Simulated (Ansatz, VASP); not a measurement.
# Two plane-wave programs on TlSnH3

```
Tl Sn H
1.0
     0.00000    4.33529    4.33529
     4.33529    0.00000    4.33529
     4.33529    4.33529    0.00000
Tl Sn H
2 2 6
Direct
  0.00000 0.00000 0.00000
  0.25000 0.25000 0.25000
  0.75000 0.75000 0.75000
  0.50000 0.50000 0.50000
  0.52821 0.97179 0.97179
  0.97179 0.52821 0.52821
  0.97179 0.52821 0.97179
  0.52821 0.97179 0.52821
  0.97179 0.97179 0.52821
  0.52821 0.52821 0.97179
```

Alike in both runs: functional PBE; k mesh 4 × 4 × 4; occupations gaussian, width 0.1 eV; no spin polarisation.

Ansatz relaxed the structure, and its values are those at the end. VASP's run is a single point on that final structure, the one shown.

|  | VASP | Ansatz |
| --- | --- | --- |
| version | VASP 6.6.1 | Ansatz 0.2.0 |
| potentials or method | VASP PAW PBE potentials, release 64 (Tl_d, Sn_d, H), cutoff 520 eV | scalar-relativistic, plane waves, PAW |
| valence electrons in the cell | 60 | 60 |

Ansatz gave:

| Property | Result |
| --- | --- |
| gap on the k mesh at the Fermi level (eV) | none |
| pressure (GPa) | 0.0 |

Problem. Which values does VASP return?

Solution. gap on the k mesh at the Fermi level (eV): none; pressure (GPa): -0.1.

A gap of «none» marks a metal or a gap that the smearing closes.

Spin-orbit coupling is off throughout.
